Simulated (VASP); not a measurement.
Set up this calculation in VASP 6.6.1, as the native input.

```yaml
Task: single point
Functional: RPBE
Dispersion: D3(BJ)
Potentials_or_basis: VASP PAW PBE potentials, release 64 (Ta_pv, N)
Cutoff: 520 eV
k_mesh: 8 × 8 × 7
Occupations: gaussian, width 0.05 eV
Spin: non-collinear spin, zero start, spin-orbit coupling
Starting_moments: "[[0.0, 0.0, 0.0], [0.0, 0.0, 0.0]] μB"
Hubbard_terms: Ta d U = 3.0 eV
Dipole_correction: no
Further_INCAR_settings: ALGO = Normal; EDIFF = 1e-06; NBANDS = 28
```

The structure of TaN lies in POSCAR:

```
TaN
1.0
    2.8780239874      0.0000000000      0.0000000000
   -1.4390119937      2.4924418858      0.0000000000
    0.0000000000      0.0000000000      2.8241467514
Ta N
1 1
Direct
    0.0000000000      0.0000000000      0.5000000000
    0.6666666667      0.3333333333      0.0000000000
```

This cell differs from its parent crystal: volume scaled by 0.94.

The input as run:

INCAR

```
SYSTEM = TaN
PREC = Accurate
ENCUT = 520
EDIFF = 1E-6
ISMEAR = 0
SIGMA = 0.05
LREAL = .FALSE.
LASPH = .TRUE.
NELM = 150
ALGO = Normal
ISIF = 2
LWAVE = .FALSE.
LCHARG = .TRUE.
MAGMOM = 0 0 0 0 0 0
LORBIT = 11
LSORBIT = .TRUE.
GGA_COMPAT = .FALSE.
LORBMOM = .TRUE.
LMAXMIX = 4
LDAU = .TRUE.
LDAUTYPE = 2
LDAUL = 2 -1
LDAUU = 3 0
LDAUJ = 0 0
LDAUPRINT = 1
GGA = RP
IVDW = 12
LVHAR = .TRUE.
NBANDS = 28
```

KPOINTS

```
regular mesh
0
G
  8 8 7
  0 0 0
```

Potentials or basis: VASP PAW PBE potentials, release 64 (Ta_pv, N).

Run with:

```sh
$ cat potpaw_PBE.64/Ta_pv/POTCAR potpaw_PBE.64/N/POTCAR > POTCAR
$ mpirun -np 1 vasp_ncl > vasp.out
```

It gave:

```json
{
  "Pressure": "-0.3 GPa",
  "Net moment": "0.00 μB per cell",
  "Valence electrons inside the program's atomic spheres": "Ta 9.09; N 3.82",
  "Dispersion energy per atom": "-2.944 eV"
}
```

Caveat: the PAW data sets were made with another functional, which shifts forces and pressure a little.

It took 95 s on 1 thread of Intel Xeon 6975P-C, on a shared host, peak memory 0.24 GiB.
